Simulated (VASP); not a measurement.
Crystal: PbS.

```
CELL_PARAMETERS angstrom
0.00000 2.98723 2.89762
2.98723 0.00000 2.89762
2.98723 2.98723 0.00000
ATOMIC_POSITIONS crystal
Pb 0.00000 0.00000 0.00000
S 0.50000 0.50000 0.50000
```

This cell differs from its parent crystal: uniaxial z strain -3.0%.

Base run:

| Property | Result |
| --- | --- |
| Program | VASP 6.6.1 |
| Functional | r2SCAN |
| Potentials or basis | VASP PAW PBE potentials, release 64 (Pb_d, S) |
| Cutoff | 520 eV |
| k mesh | 8 × 8 × 8 |
| Occupations | gaussian, width 0.01 eV |
| Spin | no spin polarisation |

Its results: band gap on the k mesh 0.56 eV, direct; pressure 2.0 GPa.

Problem. The run is repeated on the same cell with these changes: functional from r2SCAN to PBE; occupations from gaussian, width 0.01 eV to fermi-dirac, width 0.02 eV. What comes out?

Solution. Band gap on the k mesh 0.30 eV, direct; pressure 2.9 GPa.

Caveats: spin-orbit coupling is left out, which moves the levels of the heavy elements; the PAW data sets were made with another functional, which shifts forces and pressure a little (some runs).

A k mesh can miss the band edges.
